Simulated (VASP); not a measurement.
# Ba (P6_3/mmc) in VASP: further runs

The runs below take Ba through single point, with BLYP.

Program: VASP 6.6.1. These are calculated values, not measurements. Logs are shortened: lines on timing, memory, paths and dates and some standing lists are left out, and cuts for length are marked.

## Step 1: The cell of the first run

It takes space group P6_3/mmc (No. 194, hexagonal). The conventional cell has a = 4.438 Å, b = 4.438 Å, c = 14.484 Å, α = 90.00°, β = 90.00°, γ = 120.00°. Within 5.8 Å of Ba (site symmetry -3m) lie 12 Ba at 4.44 Å. Within 5.8 Å of Ba (site symmetry -6m2) lie 12 Ba at 4.44 Å.

This isn't the form of Ba at room conditions, which is bcc.

## Step 2: Single point, BLYP (61.75 Å³/atom)

INCAR

```
PREC = Accurate
ENCUT = 520
EDIFF = 1E-7
ISMEAR = -1
SIGMA = 0.1
LREAL = False
LASPH = True
NELM = 60
ALGO = Normal
ISIF = 2
LWAVE = False
LCHARG = False
GGA = B5
ALDAX = 1.0
AGGAX = 1.0
AGGAC = 1.0
ALDAC = 0.0
NBANDS = 28
```

KPOINTS

```
Automatic mesh
0
Gamma
  9 9 3
```

POSCAR

```
Ba
1.0
    4.4375467829      0.0000000000      0.0000000000
   -2.2187733915      3.8430282445      0.0000000000
    0.0000000000      0.0000000000     14.4842266423
Ba
4
Direct
    0.0000000000      1.0000000000      1.0000000000
    0.0000000000      1.0000000000      0.5000000000
    0.3333333333      0.6666666667      0.2500000000
    0.6666666667      0.3333333333      0.7500000000
```

Potentials or basis: VASP PAW PBE potentials, release 64 (Ba_sv).

Started as:

```sh
cat potpaw_PBE.64/Ba_sv/POTCAR > POTCAR
mpirun -np 1 vasp_std > vasp.out
```

OUTCAR:

```text
PREC = Accurate
   ENCUT = 520
   EDIFF = 1E-7
   ISMEAR = -1
   LREAL = False
   LASPH = True
   NELM = 60
   ISIF = 2
   GGA = B5

 ion  position               nearest neighbor table
   1  0.000  0.000  0.000-   3 4.44   4 4.44   4 4.44   3 4.44   4 4.44   3 4.44
   2  0.000  0.000  0.500-   3 4.44   4 4.44   4 4.44   3 4.44   4 4.44   3 4.44
   3  0.333  0.667  0.250-   1 4.44   2 4.44   1 4.44   2 4.44   1 4.44   2 4.44
   4  0.667  0.333  0.750-   1 4.44   2 4.44   1 4.44   2 4.44   1 4.44   2 4.44

  LATTYP: Found a hexagonal cell.
 ALAT       =     4.4375467829
 C/A-ratio  =     3.2640166630

  Lattice vectors:

 A1 = (   4.4375467829,   0.0000000000,   0.0000000000)
 A2 = (  -2.2187733915,   3.8430282445,   0.0000000000)
 A3 = (   0.0000000000,   0.0000000000,  14.4842266423)

Analysis of symmetry for initial positions (statically):
=====================================================================
 Subroutine PRICEL returns:
 Original cell was already a primitive cell.

 Routine SETGRP: Setting up the symmetry group for a
 hexagonal supercell.

 Subroutine GETGRP returns: Found 24 space group operations
 (whereof 12 operations were pure point group operations)
 out of a pool of 24 trial point group operations.

The static configuration has the point symmetry D_3d.
 The point group associated with its full space group is D_6h.

Analysis of symmetry for dynamics (positions and initial velocities):
=====================================================================
 Subroutine PRICEL returns:
 Original cell was already a primitive cell.

 Routine SETGRP: Setting up the symmetry group for a
 hexagonal supercell.

 Subroutine GETGRP returns: Found 24 space group operations
 (whereof 12 operations were pure point group operations)
 out of a pool of 24 trial point group operations.

The dynamic configuration has the point symmetry D_3d.
 The point group associated with its full space group is D_6h.

 Subroutine INISYM returns: Found 24 space group operations
 (whereof 12 operations are pure point group operations),
 and found     1 'primitive' translations

----------------------------------------------------------------------------------------

                                     Primitive cell

  volume of cell :     247.0085

  direct lattice vectors                    reciprocal lattice vectors
     4.437546783  0.000000000  0.000000000     0.225349737  0.130105731  0.000000000
    -2.218773392  3.843028245  0.000000000     0.000000000  0.260211463  0.000000000
     0.000000000  0.000000000 14.484226642     0.000000000  0.000000000  0.069040621

  length of vectors
     4.437546783  4.437546783 14.484226642     0.260211463  0.260211463  0.069040621

  position of ions in fractional coordinates (direct lattice)
     0.000000000  0.000000000  0.000000000
     0.000000000  0.000000000  0.500000000
     0.333333333  0.666666667  0.250000000
     0.666666667  0.333333333  0.750000000

  ion indices of the primitive-cell ions
   primitive index   ion index
                 1           1
                 2           2
                 3           3
                 4           4

----------------------------------------------------------------------------------------

 KPOINTS: Automatic mesh

Automatic generation of k-mesh.
 Grid dimensions read from file:
 generate k-points for:    9    9    3

 Generating k-lattice:

  Cartesian coordinates                     Fractional coordinates (reciprocal lattice)
     0.025038860  0.014456192  0.000000000     0.111111111  0.000000000  0.000000000
     0.000000000  0.028912385  0.000000000     0.000000000  0.111111111  0.000000000
     0.000000000  0.000000000  0.023013540     0.000000000  0.000000000  0.333333333

  Length of vectors
     0.028912385  0.028912385  0.023013540

  Shift w.r.t. Gamma in fractional coordinates (k-lattice)
     0.000000000  0.000000000  0.000000000

 Subroutine IBZKPT returns following result:
 ===========================================

 Found     24 irreducible k-points:

 Following reciprocal coordinates:
            Coordinates               Weight
  0.000000  0.000000  0.000000      1.000000
  0.111111 -0.000000  0.000000      6.000000
  0.222222  0.000000  0.000000      6.000000
  0.333333 -0.000000  0.000000      6.000000
  0.444444  0.000000  0.000000      6.000000
  0.111111  0.111111  0.000000      6.000000
[... 16 lines left out ...]
  0.333333  0.222222  0.333333     24.000000
  0.333333  0.333333  0.333333      4.000000
   k-points           NKPTS =     24   k-points in BZ     NKDIM =     24   number of bands    NBANDS=     28
   number of dos      NEDOS =    301   number of ions     NIONS =      4
   total plane-waves  NPLWV = 139968
   dimension x,y,z NGX =    36 NGY =   36 NGZ =  108
   dimension x,y,z NGXF=    72 NGYF=   72 NGZF=  216
   ions per type =               4
   NGX,Y,Z   is equivalent  to a cutoff of  13.49, 13.49, 12.40 a.u.
   NGXF,Y,Z  is equivalent  to a cutoff of  26.97, 26.97, 24.79 a.u.
 SYSTEM =  unknown system
   PREC   = accura    normal or accurate (medium, high low for compatibility)
   ISTART =      0    job   : 0-new  1-cont  2-samecut
   ICHARG =      2    charge: 1-file 2-atom 10-const
   ISPIN  =      1    spin polarized calculation?
   LNONCOLLINEAR =      F non collinear calculations
   LSORBIT =      F    spin-orbit coupling
   LASPH  =      T    aspherical Exc in radial PAW
   ENCUT  =  520.0 eV  38.22 Ry    6.18 a.u.   8.25  8.25 26.93*2*pi/ulx,y,z
   NELM   =     60;   NELMIN=  2; NELMDL= -5     # of ELM steps
   EDIFF  = 0.1E-06   stopping-criterion for ELM
   LREAL  =      F    real-space projection
   EDIFFG = 0.1E-05   stopping-criterion for IOM
   NSW    =      0    number of steps for IOM
   IBRION =     -1    ionic relax: 0-MD 1-quasi-New 2-CG
   NFREE  =      0    steps in history (QN), initial steepest desc. (CG)
   ISIF   =      2    stress and relaxation
   ISYM   =      2    0-nonsym 1-usesym 2-fastsym
   POTIM  = 0.5000    time-step for ionic-motion
   TEBEG  =    0.0;   TEEND  =   0.0 temperature during run
   PSTRESS=    0.0 pullay stress
   NELECT =      40.0000    total number of electrons
   NUPDOWN=      -1.0000    fix difference up-down
   EMIN   =  10.00;   EMAX   =-10.00  energy-range for DOS
   EFERMI =   0.00;   METHOD = LEGACY
   ISMEAR =    -1;   SIGMA  =   0.10  broadening in eV -4-tet -1-fermi 0-gaus
   EFERMI_NEDOS =   21; number of points for ismear=-14 and -15
   IALGO  =     38    algorithm
   IMIX   =      4    mixing-type and parameters
     AMIX     =   0.40;   BMIX     =  1.00
     AMIX_MAG =   1.60;   BMIX_MAG =  1.00
  volume/ion in A,a.u.               =      61.75       416.72
  Fermi-wavevector in a.u.,A,eV,Ry     =   0.892327  1.686254 10.833614  0.796248
  Thomas-Fermi vector in A             =   2.014262
   LORBIT       =      0    0 simple, 1 ext, 2 COOP (PROOUT), +10 PAW based schemes
   GGA     = B5    functional components
   LHFCALC =     F    Hartree Fock is set to
   AEXX    =    0.0000 exact exchange contribution
   IVDW    =     0    specifies the selected vdW correction
   LEPSILON=     F    determine dielectric tensor
   LRPA    =     F    only Hartree local field effects (RPA)
 non-spin polarized calculation
  energy-cutoff  :      520.00
  volume of cell :      247.01
 maximum number of plane-waves:      6695
 NGX is ok and might be reduce to    36
   NGX = 17   NGY = 17   NGZ = 53

 number of electron      39.9999998 magnetization

 Free energy of the ion-electron system (eV)
  ---------------------------------------------------
  ext. energy  EPLUGINS =         0.00000000
  ---------------------------------------------------
  free energy    TOTEN  =        -4.98518681 eV

  energy without entropy =       -4.74973036  energy(sigma->0) =       -4.86745858

 E-fermi :   2.2348     XC(G=0):  -6.9869

 val. band max:        2.2291540859   @ k =   0.2222   0.2222   0.0000
 cond. band min:       2.2429010363   @ k =   0.2222   0.1111   0.0000
 fundamental gap:      0.0137469503
 Fermi energy:         2.2348451322

 k-point     1 :       0.0000    0.0000    0.0000
  band No.  band energies     occupation
      1     -26.6879      2.00000
      2     -26.6681      2.00000
      3     -26.6636      2.00000
      4     -26.6435      2.00000
      5     -12.1771      2.00000
      6     -11.9420      2.00000
[... 20 lines left out ...]
     27       3.8446      0.00000
     28       3.9027      0.00000

 k-point     2 :       0.1111   -0.0000    0.0000
  band No.  band energies     occupation
      1     -26.6833      2.00000
      2     -26.6646      2.00000
      3     -26.6602      2.00000
      4     -26.6413      2.00000
      5     -12.1583      2.00000
      6     -11.9480      2.00000
[... 20 lines left out ...]
     27       3.9538      0.00000
     28       3.9958      0.00000

 k-point     3 :       0.2222    0.0000    0.0000
  band No.  band energies     occupation
      1     -26.6714      2.00000
      2     -26.6560      2.00000
      3     -26.6516      2.00000
      4     -26.6360      2.00000
      5     -12.1076      2.00000
      6     -11.9911      2.00000
[... 20 lines left out ...]
     27       3.9550      0.00000
     28       4.1655      0.00000

 k-point     4 :       0.3333   -0.0000    0.0000
  band No.  band energies     occupation
      1     -26.6568      2.00000
      2     -26.6461      2.00000
      3     -26.6417      2.00000
      4     -26.6310      2.00000
      5     -12.0923      2.00000
      6     -12.0867      2.00000
[... 578 lines left out ...]
     27       3.4409      0.00001
     28       3.5485      0.00000

 k-point    23 :       0.3333    0.2222    0.3333
  band No.  band energies     occupation
      1     -26.6395      2.00000
      2     -26.6380      2.00000
      3     -26.6313      2.00000
      4     -26.6298      2.00000
      5     -12.1003      2.00000
      6     -12.0971      2.00000
[... 20 lines left out ...]
     27       3.3918      0.00002
     28       3.4961      0.00001

 k-point    24 :       0.3333    0.3333    0.3333
  band No.  band energies     occupation
      1     -26.6351      2.00000
      2     -26.6351      2.00000
      3     -26.6307      2.00000
      4     -26.6307      2.00000
      5     -12.0637      2.00000
      6     -12.0637      2.00000
[... 20 lines left out ...]
     27       3.2523      0.00008
     28       3.3200      0.00004

------------------------ aborting loop because EDIFF is reached ----------------------------------------

  FORCE on cell =-STRESS in cart. coord.  units (eV):
  Direction    XX          YY          ZZ          XY          YZ          ZX
  --------------------------------------------------------------------------------------
  -------------------------------------------------------------------------------------
  Total        1.2983412      1.2983412      1.2727616     -0.0000000      0.0000000      0.0000000
  in kB        8.4214636      8.4214636      8.2555460     -0.0000000      0.0000000      0.0000000
  external PRESSURE =       8.3661577 kB  Pullay stress =       0.0000000 kB

 VOLUME and BASIS-vectors are now :
 -----------------------------------------------------------------------------
  energy-cutoff  :      520.00
  volume of cell :      247.01
      direct lattice vectors                 reciprocal lattice vectors
     4.437546783  0.000000000  0.000000000     0.225349737  0.130105731  0.000000000
    -2.218773392  3.843028245  0.000000000     0.000000000  0.260211463  0.000000000
     0.000000000  0.000000000 14.484226642     0.000000000  0.000000000  0.069040621

 POSITION                                       TOTAL-FORCE (eV/Angst)
 -----------------------------------------------------------------------------------
      0.00000      0.00000      0.00000         0.000000      0.000000     -0.000000
      0.00000      0.00000      7.24211         0.000000      0.000000     -0.000000
     -0.00000      2.56202      3.62106        -0.000000      0.000000     -0.000000
      2.21877      1.28101     10.86317         0.000000      0.000000      0.000000
 -----------------------------------------------------------------------------------
    total drift:                               -0.000000      0.000000      0.000000

  FREE ENERGIE OF THE ION-ELECTRON SYSTEM (eV)
  ---------------------------------------------------
  free  energy   TOTEN  =        -4.9851868066 eV

  energy  without entropy=       -4.7497303591  energy(sigma->0) =       -4.86745858
```

Run time: 5.7 min. Hardware: 1 thread of Intel Xeon 8259CL, shared host; peak memory 0.43 GiB.

What came out:

| Quantity | Value |
| --- | --- |
| Free energy | -4.9852 eV |
| Pressure | 0.8 GPa |
| Band gap on the k mesh | zero (bands 20 and 21 overlap by 0.19 eV) |

Levels at points of the mesh, in eV from the Fermi level:
| k point | band 16 | band 17 | band 18 | band 19 | band 20 | band 21 | band 22 | band 23 | band 24 | band 25 |
| --- | --- | --- | --- | --- | --- | --- | --- | --- | --- | --- |
| (0.00, 0.00, 0.00) | -13.92 | -2.72 | -1.75 | -1.74 | -0.96 | 0.98 | 1.01 | 1.27 | 1.55 | 1.55 |

Caveat: the PAW data sets were made with another functional, which shifts forces and pressure a little; spin-orbit coupling is left out, which moves the levels of the heavy elements.

## Step 3: Single point, BLYP (64.44 Å³/atom)

This run uses another cell than the first one, of 64.44 Å³/atom.

INCAR

```
SYSTEM = Ba
AGGAC = 1.0 ; AGGAX = 1.0
ALDAC = 0.0 ; ALDAX = 1.0
ALGO = Normal ; EDIFF = 1E-6
ENCUT = 520 ; GGA = B5
ISIF = 2 ; ISMEAR = -1
LASPH = .True. ; LCHARG = .True.
LELF = .True. ; LREAL = .False.
LVHAR = .True. ; LWAVE = .False.
NBANDS = 28 ; NELM = 100
PREC = Accurate ; SIGMA = 0.1
```

KPOINTS

```
k-points
0
Gamma
  9 9 3
  0 0 0
```

POSCAR

```
Ba
1.0
    4.5009488744      0.0000000000      0.0000000000
   -2.2504744372      3.8979360663      0.0000000000
    0.0000000000      0.0000000000     14.6911721252
Ba
4
Direct
    0.0000000000      1.0000000000      1.0000000000
    0.0000000000      1.0000000000      0.5000000000
    0.3333333333      0.6666666667      0.2500000000
    0.6666666667      0.3333333333      0.7500000000
```

Potentials or basis: VASP PAW PBE potentials, release 64 (Ba_sv).

Started as:

```sh
cat potpaw_PBE.64/Ba_sv/POTCAR > POTCAR
mpirun -np 1 vasp_std > vasp.out
```

OUTCAR:

```text
SYSTEM = Ba
   EDIFF = 1E-6
   ENCUT = 520
   GGA = B5
   ISIF = 2
   ISMEAR = -1
   LASPH = .True.
   LREAL = .False.
   NELM = 100
   PREC = Accurate

 ion  position               nearest neighbor table
   1  0.000  0.000  0.000-   3 4.50   4 4.50   3 4.50   4 4.50   4 4.50   3 4.50
   2  0.000  0.000  0.500-   3 4.50   4 4.50   3 4.50   4 4.50   4 4.50   3 4.50
   3  0.333  0.667  0.250-   1 4.50   2 4.50   1 4.50   2 4.50   1 4.50   2 4.50
   4  0.667  0.333  0.750-   1 4.50   2 4.50   1 4.50   2 4.50   1 4.50   2 4.50

  LATTYP: Found a hexagonal cell.
 ALAT       =     4.5009488744
 C/A-ratio  =     3.2640166630
[... 941 lines left out ...]
  --------------------------------------------------------------------------------------
  -------------------------------------------------------------------------------------
  Total        0.6802783      0.6802783      0.6635985      0.0000000      0.0000000     -0.0000000
  in kB        4.2286521      4.2286521      4.1249693      0.0000000      0.0000000     -0.0000000
  external PRESSURE =       4.1940912 kB  Pullay stress =       0.0000000 kB

 VOLUME and BASIS-vectors are now :
 -----------------------------------------------------------------------------
  energy-cutoff  :      520.00
  volume of cell :      257.75
      direct lattice vectors                 reciprocal lattice vectors
     4.500948874  0.000000000  0.000000000     0.222175374  0.128273012  0.000000000
    -2.250474437  3.897936066  0.000000000     0.000000000  0.256546024  0.000000000
     0.000000000  0.000000000 14.691172125     0.000000000  0.000000000  0.068068088

 POSITION                                       TOTAL-FORCE (eV/Angst)
 -----------------------------------------------------------------------------------
      0.00000      0.00000      0.00000         0.000000      0.000000     -0.000000
      0.00000      0.00000      7.34559         0.000000      0.000000     -0.000000
     -0.00000      2.59862      3.67279         0.000000     -0.000000      0.000000
      2.25047      1.29931     11.01838        -0.000000      0.000000     -0.000000
 -----------------------------------------------------------------------------------
    total drift:                                0.000000     -0.000000      0.000000

  FREE ENERGIE OF THE ION-ELECTRON SYSTEM (eV)
  ---------------------------------------------------
  free  energy   TOTEN  =        -5.0275873901 eV

  energy  without entropy=       -4.7885224606  energy(sigma->0) =       -4.90805493
```

OSZICAR:

```text
N       E                     dE             d eps       ncg     rms          rms(c)
DAV:   1     0.324205458353E+03    0.32421E+03   -0.16105E+04  1344   0.117E+03
DAV:   2     0.203688873122E+02   -0.30384E+03   -0.29890E+03  1972   0.231E+02
DAV:   3    -0.413858270149E+01   -0.24507E+02   -0.24043E+02  1940   0.665E+01
DAV:   4    -0.500525220131E+01   -0.86667E+00   -0.85868E+00  2020   0.102E+01
DAV:   5    -0.502385296882E+01   -0.18601E-01   -0.18532E-01  1844   0.156E+00    0.362E+00
DAV:   6    -0.501856264269E+01    0.52903E-02   -0.23813E-02  1832   0.117E+00    0.218E+00
DAV:   7    -0.502530037489E+01   -0.67377E-02   -0.53402E-02  1572   0.196E+00    0.137E-01
DAV:   8    -0.502706848512E+01   -0.17681E-02   -0.22831E-03  1952   0.279E-01    0.630E-02
DAV:   9    -0.502751382622E+01   -0.44534E-03   -0.77847E-04  1584   0.140E-01    0.189E-02
DAV:  10    -0.502756629555E+01   -0.52469E-04   -0.11061E-04  1920   0.296E-02    0.103E-02
DAV:  11    -0.502758713740E+01   -0.20842E-04   -0.57376E-05  1416   0.194E-02    0.619E-03
DAV:  12    -0.502758739009E+01   -0.25268E-06   -0.40005E-06  1484   0.108E-02
   1 F= -.50275874E+01 E0= -.49080549E+01  d E =-.239065E+00
```

stdout:

```text
POSCAR found type information on POSCAR Ba
 POSCAR found :  1 types and       4 ions
 scaLAPACK will be used
 -----------------------------------------------------------------------------
|                                                                             |
|                                                                             |
|     You enforced a specific xc type in the INCAR file but a different       |
|     I HOPE YOU KNOW WHAT YOU ARE DOING!                                     |
|                                                                             |
 -----------------------------------------------------------------------------

 LDA part: xc-table for (Slater(with rela. corr.)+VWN5), standard interpolation
 POSCAR, INCAR and KPOINTS ok, starting setup
 FFT: planning ... GRIDC
 FFT: planning ... GRID_SOFT
 FFT: planning ... GRID
 WAVECAR not read
 entering main loop
```

It took 5.9 min on 1 thread of Intel Xeon 8259CL, shared host; peak memory 0.42 GiB.

Results:

```
Free energy            : -5.0276 eV
Pressure               : 0.4 GPa
Band gap on the k mesh : zero (bands 20 and 21 overlap by 0.14 eV)
```

Levels at points of the mesh, in eV from the Fermi level:
| k point | band 17 | band 18 | band 19 | band 20 | band 21 | band 22 | band 23 | band 24 |
| --- | --- | --- | --- | --- | --- | --- | --- | --- |
| (0.00, 0.00, 0.00) | -2.70 | -1.77 | -1.76 | -0.95 | 0.94 | 0.97 | 1.15 | 1.51 |

Caveat: the PAW data sets were made with another functional, which shifts forces and pressure a little; spin-orbit coupling is left out, which moves the levels of the heavy elements.

(Part 1 of 2 ends here.)
